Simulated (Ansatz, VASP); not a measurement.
## Ru in VASP and in Ansatz

```xyz
2
Lattice="2.6246 0.0000 0.0000 -1.3123 2.2730 0.0000 0.0000 0.0000 4.3461" Properties=species:S:1:pos:R:3 pbc="T T T"
Ru    0.0000    1.5153    1.0865
Ru    1.3123    0.7577    3.2596
```

Change from the starting cell: strain -0.030 along x and y, +0.015 along z, atoms carried along.

Alike in both runs: task single point; functional r2SCAN; k mesh 24 × 24 × 12; occupations gaussian, width 0.15 eV; no spin polarisation.

|  | VASP | Ansatz |
| --- | --- | --- |
| version | VASP 6.6.1 | Ansatz 0.2.0 |
| potentials or method | VASP PAW PBE potentials, release 64 (Ru_pv), cutoff 520 eV | scalar-relativistic, plane waves, PAW |
| valence electrons in the cell | 28 | 32 |

|  | VASP | Ansatz | Ansatz less VASP |
| --- | --- | --- | --- |
| gap on the k mesh at the Fermi level (eV) | none | none | - |
| pressure (GPa) | 17.0 | 15.1 | -1.86 |
| traceless stress, the component that is largest in VASP (GPa) | -17.37 | -17.34 | +0.027 |

VASP's potentials were made for PBE, not for r2SCAN. A gap of «none» marks a metal or a gap that the smearing closes. With one functional, cell and mesh, what is left measures potentials, basis and numerics. VASP's potentials hold 28 valence electrons a cell and Ansatz's 32, so a difference there can come from the potentials and not from the codes.
